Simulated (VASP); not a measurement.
A run of VASP 6.6.1 is set up as follows.

Contents of INCAR:

```
PREC = Accurate
ENCUT = 520
EDIFF = 1E-6
ISMEAR = 0
SIGMA = 0.05
LREAL = False
LASPH = True
NELM = 80
ALGO = Normal
ISIF = 2
LWAVE = False
LCHARG = False
GGA = CA
NBANDS = 11
```

Contents of KPOINTS:

```
regular mesh
0
Gamma
  18 18 18
```

File POSCAR:

```
Pt
1.0
    0.0000000000      1.9600000000      1.9600000000
    1.9600000000      0.0000000000      1.9600000000
    1.9600000000      1.9600000000      0.0000000000
Pt
1
Direct
    0.0000000000      0.0000000000      0.0000000000
```

Potentials or basis: VASP PAW LDA potentials, release 64 (Pt).

Launch:

```console
$ cat potpaw_LDA.64/Pt/POTCAR > POTCAR
$ mpirun -np 1 vasp_std > vasp.out
```

**Question.** Estimate the pressure.

**Answer.** -5.2 GPa.

**Question.** Estimate the band gap on the k mesh.

**Answer.** Zero (band 5 reaches 11.66 eV, above the bottom of band 6 at 9.43 eV).

Caveat: spin-orbit coupling is left out, which moves the levels of the heavy elements.
